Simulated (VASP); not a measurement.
# Si (a cell with a defect) in VASP: single point with PBEsol

Aim: the single point of Si (a cell with a defect) with PBEsol.

Program: VASP 6.6.1. These are calculated values, not measurements. Logs are shortened: lines on timing, memory, paths and dates and some standing lists are left out, and cuts for length are marked.

## (1) The cell of the first run

The cell holds a defect, 63 atoms: a = 10.866 Å, b = 10.866 Å, c = 10.866 Å, α = 90.00°, β = 90.00°, γ = 90.00°.

## (2) Single point, PBEsol

INCAR

```
PREC = Accurate ; ENCUT = 520
EDIFF = 1E-6 ; ISMEAR = -1
SIGMA = 0.05 ; LREAL = Auto
LASPH = True ; NELM = 80
ALGO = Normal ; ISIF = 2
LWAVE = False ; LCHARG = False
GGA = PS ; NELECT = 254.0
NBANDS = 163
```

KPOINTS

```
Automatic mesh
0
Gamma
  1 1 1
```

POSCAR

```
Si
1.0
   10.8655790000      0.0000000000      0.0000000000
    0.0000000000     10.8655790000      0.0000000000
    0.0000000000      0.0000000000     10.8655790000
Si
63
Direct
    0.0000840000      0.0004600000      0.0006060000
    0.9996210000      0.9999800000      0.5050280000
    0.9996700000      0.5001340000      0.0089060000
    0.0001110000      0.5003740000      0.4994840000
    0.4997530000      0.0000110000      0.0089980000
    0.4999300000      0.0004930000      0.4994930000
    0.4998710000      0.5003050000      0.9997310000
    0.1252200000      0.1255990000      0.1260130000
    0.1271160000      0.1275460000      0.6266610000
    0.1300180000      0.6276850000      0.1304070000
    0.1308570000      0.6246330000      0.6213400000
    0.6272510000      0.1304950000      0.1304440000
    0.6242410000      0.1312270000      0.6213070000
    0.6295360000      0.6298370000      0.1179110000
    0.6321680000      0.6327290000      0.6326280000
    0.2456390000      0.2460030000      0.9901840000
    0.2485880000      0.2490200000      0.4938060000
    0.2496830000      0.7493830000      0.9964960000
    0.2677480000      0.7315970000      0.4908520000
    0.7490310000      0.2500400000      0.9964830000
    0.7313050000      0.2680890000      0.4908610000
    0.7532180000      0.7535520000      0.9904590000
    0.7494460000      0.7497700000      0.4943870000
    0.3699490000      0.3702800000      0.1174950000
    0.3634760000      0.3635630000      0.6358690000
    0.3719300000      0.8693830000      0.1301860000
    0.3756230000      0.8689440000      0.6209270000
    0.8691440000      0.3721930000      0.1301270000
    0.8686780000      0.3759470000      0.6209300000
    0.8745900000      0.8748340000      0.1255070000
    0.8718890000      0.8721190000      0.6264790000
    0.2491830000      0.9986860000      0.2526300000
    0.2512480000      0.9968160000      0.7474800000
    0.2571420000      0.4966680000      0.2515960000
    0.2476210000      0.4994940000      0.7533640000
    0.7503430000      0.0017990000      0.2525360000
    0.7483640000      0.0036010000      0.7477490000
    0.7425310000      0.5039160000      0.2517170000
    0.7508470000      0.5014470000      0.7526110000
    0.3766880000      0.1251950000      0.3728280000
    0.3765450000      0.1182770000      0.8751220000
    0.4119250000      0.5885080000      0.3769310000
    0.3763360000      0.6239350000      0.8740630000
    0.8694670000      0.1305100000      0.3784680000
    0.8757320000      0.1245300000      0.8733310000
    0.8750590000      0.6237380000      0.3730590000
    0.8812830000      0.6234600000      0.8747740000
    0.9983010000      0.2494490000      0.2526990000
    0.9964800000      0.2516200000      0.7475870000
    0.0015560000      0.7507670000      0.2526840000
    0.0032530000      0.7486380000      0.7478700000
    0.4963090000      0.2575600000      0.2517250000
    0.4992350000      0.2478190000      0.7535820000
    0.5036480000      0.7428130000      0.2517720000
    0.5010880000      0.7513120000      0.7528060000
    0.1247490000      0.3770940000      0.3727860000
    0.1180420000      0.3769910000      0.8750540000
    0.1303050000      0.8699190000      0.3785520000
    0.1242030000      0.8761090000      0.8733400000
    0.5882110000      0.4123910000      0.3770550000
    0.6235660000      0.3767720000      0.8741150000
    0.6233650000      0.8754090000      0.3731390000
    0.6232240000      0.8817570000      0.8748340000
```

Potentials or basis: VASP PAW PBE potentials, release 64 (Si).

Command:

```console
$ cat potpaw_PBE.64/Si/POTCAR > POTCAR
$ mpirun -np 1 vasp_gam > vasp.out
```

OUTCAR:

```text
PREC = Accurate
   ENCUT = 520
   EDIFF = 1E-6
   ISMEAR = -1
   LREAL = Auto
   LASPH = True
   NELM = 80
   ISIF = 2
   GGA = PS
   NELECT = 254.0

 ion  position               nearest neighbor table
   1  0.000  0.000  0.001-   8 2.36  45 2.36  59 2.36  30 2.36
   2  1.000  1.000  0.505-   9 2.36  31 2.37  58 2.43  44 2.43
   3  1.000  0.500  0.009-  57 2.36  47 2.36  10 2.38  28 2.38
   4  0.000  0.500  0.499-  56 2.35  46 2.35  11 2.37  29 2.37
   5  0.500  0.000  0.009-  41 2.36  63 2.36  12 2.38  26 2.38
   6  0.500  0.000  0.499-  40 2.35  62 2.35  13 2.37  27 2.37
   7  0.500  0.500  1.000-  43 2.34  61 2.34  14 2.37  24 2.37
   8  0.125  0.126  0.126-   1 2.36  16 2.37  48 2.37  32 2.37
   9  0.127  0.128  0.627-  49 2.36  33 2.36  17 2.36   2 2.36
  10  0.130  0.628  0.130-  50 2.35  18 2.36  34 2.38   3 2.38
  11  0.131  0.625  0.621-  35 2.35  19 2.36   4 2.37  51 2.37
  12  0.627  0.130  0.130-  36 2.35  20 2.36  52 2.38   5 2.38
  13  0.624  0.131  0.621-  53 2.35  21 2.36   6 2.37  37 2.37
  14  0.630  0.630  0.118-  38 2.34  54 2.34  22 2.35   7 2.37
  15  0.632  0.633  0.633-  55 2.32  39 2.32  23 2.34
  16  0.246  0.246  0.990-  41 2.35  57 2.35  24 2.36   8 2.37
  17  0.249  0.249  0.494-  40 2.34  56 2.34  25 2.34   9 2.36
  18  0.250  0.749  0.996-  43 2.35  59 2.35  10 2.36  26 2.36
  19  0.268  0.732  0.491-  11 2.36  27 2.37  58 2.44  42 2.53
  20  0.749  0.250  0.996-  61 2.35  45 2.35  12 2.36  28 2.36
  21  0.731  0.268  0.491-  13 2.36  29 2.37  44 2.45  60 2.53
  22  0.753  0.754  0.990-  63 2.35  47 2.35  14 2.35  30 2.37
  23  0.749  0.750  0.494-  62 2.34  46 2.34  15 2.34  31 2.37
  24  0.370  0.370  0.117-  34 2.35  52 2.35  16 2.36   7 2.37
  25  0.363  0.364  0.636-  53 2.32  35 2.32  17 2.34
  26  0.372  0.869  0.130-  32 2.35  18 2.36   5 2.38  54 2.38
  27  0.376  0.869  0.621-  55 2.35  19 2.37   6 2.37  33 2.38
  28  0.869  0.372  0.130-  48 2.35  20 2.36   3 2.38  38 2.38
  29  0.869  0.376  0.621-  39 2.35  21 2.37   4 2.37  49 2.38
  30  0.875  0.875  0.126-   1 2.36  22 2.37  50 2.37  36 2.37
  31  0.872  0.872  0.626-  51 2.36  37 2.36  23 2.37   2 2.37
[... 30 lines left out ...]
  62  0.623  0.875  0.373-  23 2.34  36 2.35  54 2.35   6 2.35
  63  0.623  0.882  0.875-  37 2.35  22 2.35  55 2.35   5 2.36

  LATTYP: Found a simple cubic cell.
 ALAT       =    10.8655790000

  Lattice vectors:

 A1 = (  10.8655790000,   0.0000000000,   0.0000000000)
 A2 = (   0.0000000000,  10.8655790000,   0.0000000000)
 A3 = (   0.0000000000,   0.0000000000,  10.8655790000)

Analysis of symmetry for initial positions (statically):
=====================================================================
 Subroutine PRICEL returns:
 Original cell was already a primitive cell.
[... 227 lines left out ...]
   ISYM   =      2    0-nonsym 1-usesym 2-fastsym
   POTIM  = 0.5000    time-step for ionic-motion
   TEBEG  =    0.0;   TEEND  =   0.0 temperature during run
   PSTRESS=    0.0 pullay stress
   NELECT =     254.0000    total number of electrons
   NUPDOWN=      -1.0000    fix difference up-down
   EMIN   =  10.00;   EMAX   =-10.00  energy-range for DOS
   EFERMI =   0.00;   METHOD = LEGACY
   ISMEAR =    -1;   SIGMA  =   0.05  broadening in eV -4-tet -1-fermi 0-gaus
   EFERMI_NEDOS =   21; number of points for ismear=-14 and -15
   IALGO  =     38    algorithm
   IMIX   =      4    mixing-type and parameters
     AMIX     =   0.40;   BMIX     =  1.00
     AMIX_MAG =   1.60;   BMIX_MAG =  1.00
  volume/ion in A,a.u.               =      20.36       137.41
  Fermi-wavevector in a.u.,A,eV,Ry     =   0.954186  1.803151 12.387718  0.910472
  Thomas-Fermi vector in A             =   2.082910
   LORBIT       =      0    0 simple, 1 ext, 2 COOP (PROOUT), +10 PAW based schemes
   GGA     = PS    functional components
   LHFCALC =     F    Hartree Fock is set to
   AEXX    =    0.0000 exact exchange contribution
   IVDW    =     0    specifies the selected vdW correction
   LEPSILON=     F    determine dielectric tensor
   LRPA    =     F    only Hartree local field effects (RPA)
 non-spin polarized calculation
  energy-cutoff  :      520.00
  volume of cell :     1282.80
 maximum number of plane-waves:     17253
 NGX is ok and might be reduce to    84
   NGX = 41   NGY = 41   NGZ = 41

 number of electron     253.9999993 magnetization

 Free energy of the ion-electron system (eV)
  ---------------------------------------------------
  ext. energy  EPLUGINS =         0.00000000
  ---------------------------------------------------
  free energy    TOTEN  =      -339.97064318 eV

  energy without entropy =     -339.78552071  energy(sigma->0) =     -339.87808195

 E-fermi :   6.1118     XC(G=0):  -9.5195

 val. band max:        6.0930479766   @ k =   0.0000   0.0000   0.0000
 cond. band min:       6.1527210006   @ k =   0.0000   0.0000   0.0000
 fundamental gap:      0.0596730240
 Fermi energy:         6.1117813689

 k-point     1 :       0.0000    0.0000    0.0000
  band No.  band energies     occupation
      1      -6.2932      2.00000
      2      -5.2715      2.00000
      3      -5.2617      2.00000
      4      -5.2351      2.00000
      5      -5.2124      2.00000
      6      -5.1926      2.00000
[... 131 lines left out ...]
    138       6.7713      0.00000
    139       6.8201      0.00000
 [bands above 139 left out]

------------------------ aborting loop because EDIFF is reached ----------------------------------------

  FORCE on cell =-STRESS in cart. coord.  units (eV):
  Direction    XX          YY          ZZ          XY          YZ          ZX
  --------------------------------------------------------------------------------------
  -------------------------------------------------------------------------------------
  Total       11.1511644     11.2240007     19.9885200      5.0442226     -0.5540413     -0.5575533
  in kB       13.9274683     14.0184387     24.9650592      6.3000820     -0.6919809     -0.6963673
  external PRESSURE =      17.6369887 kB  Pullay stress =       0.0000000 kB

 VOLUME and BASIS-vectors are now :
 -----------------------------------------------------------------------------
  energy-cutoff  :      520.00
  volume of cell :     1282.80
      direct lattice vectors                 reciprocal lattice vectors
    10.865579000  0.000000000  0.000000000     0.092033752  0.000000000  0.000000000
     0.000000000 10.865579000  0.000000000     0.000000000  0.092033752  0.000000000
     0.000000000  0.000000000 10.865579000     0.000000000  0.000000000  0.092033752

 POSITION                                       TOTAL-FORCE (eV/Angst)
 -----------------------------------------------------------------------------------
      0.00091      0.00500      0.00658        -0.009266     -0.011053      0.041152
     10.86146     10.86536      5.48742        -0.014372     -0.014108     -0.136087
     10.86199      5.43425      0.09677        -0.016783     -0.002810      0.047674
      0.00121      5.43685      5.42718        -0.018411     -0.002671      0.047280
      5.43011      0.00012      0.09777        -0.000028     -0.014665      0.044847
      5.43203      0.00536      5.42728        -0.001499     -0.018152      0.048237
[... 55 lines left out ...]
      6.77322      9.51183      4.05437        -0.028342      0.051774     -0.004114
      6.77169      9.58080      9.50558         0.007858      0.021465      0.023241
 -----------------------------------------------------------------------------------
    total drift:                               -0.005173      0.010813     -0.002584

  FREE ENERGIE OF THE ION-ELECTRON SYSTEM (eV)
  ---------------------------------------------------
  free  energy   TOTEN  =      -339.9706431805 eV

  energy  without entropy=     -339.7855207139  energy(sigma->0) =     -339.87808195
```

It took 7.2 min on 1 thread of Intel Xeon Platinum 8259CL at 2.50GHz (Skylake/Cascade Lake), shared host; peak memory 0.98 GiB.

What came out:

```
Free energy   : -339.9706 eV
Largest force : 0.138 eV/Å
```

Forces on the atoms (eV/Å):
```
Si  -0.009 -0.011  0.041
Si  -0.014 -0.014 -0.136
Si  -0.017 -0.003  0.048
Si  -0.018 -0.003  0.047
Si   0.000 -0.015  0.045
Si  -0.001 -0.018  0.048
Si  -0.008 -0.007  0.086
Si  -0.029 -0.031  0.004
Si  -0.016 -0.020  0.058
Si  -0.029 -0.024 -0.004
Si  -0.046 -0.010  0.005
Si  -0.023 -0.035 -0.003
Si  -0.005 -0.050  0.008
Si  -0.042 -0.039  0.004
Si   0.010 -0.001  0.021
Si   0.011  0.009  0.078
Si   0.053  0.052  0.048
Si   0.012  0.016  0.050
Si   0.026  0.016  0.031
Si   0.013  0.013  0.050
Si   0.014  0.026  0.030
Si   0.029  0.026  0.065
Si  -0.025 -0.020  0.056
Si   0.036  0.035  0.018
Si  -0.008  0.002  0.009
Si   0.021  0.025  0.007
Si   0.004  0.039  0.023
Si   0.023  0.024  0.009
Si   0.036  0.004  0.021
Si   0.023  0.026  0.009
Si   0.019  0.023  0.051
Si   0.005 -0.006 -0.056
Si   0.042 -0.017 -0.057
Si   0.036 -0.010 -0.068
Si   0.015  0.018 -0.065
Si   0.037 -0.013 -0.055
Si  -0.007 -0.005 -0.064
Si   0.004 -0.010 -0.064
Si   0.036 -0.035 -0.073
Si   0.008 -0.062  0.004
Si  -0.035 -0.029  0.011
Si   0.005 -0.025 -0.026
Si  -0.006 -0.011  0.009
Si   0.041 -0.055  0.057
Si   0.005 -0.018  0.020
Si   0.049 -0.030  0.001
Si   0.021  0.011  0.022
Si  -0.006  0.005 -0.058
Si  -0.016  0.043 -0.058
Si  -0.014  0.039 -0.058
Si  -0.002 -0.007 -0.064
Si  -0.009  0.042 -0.067
Si   0.017  0.014 -0.066
Si  -0.010  0.004 -0.062
Si  -0.035  0.041 -0.075
Si  -0.057  0.008  0.007
Si  -0.029 -0.040  0.013
Si  -0.057  0.039  0.053
Si  -0.019  0.006  0.019
Si  -0.027 -0.001 -0.031
Si  -0.009 -0.007  0.006
Si  -0.028  0.052 -0.004
Si   0.008  0.021  0.023
```

Caveat: the k points lie up to 0.58 Å⁻¹ apart; the cell carries a net charge on a neutralising background, which shifts energy and pressure; the cell is charged against a uniform background, so pressure and absolute levels hang on convention; the PAW data sets were made with another functional, which shifts forces and pressure a little.
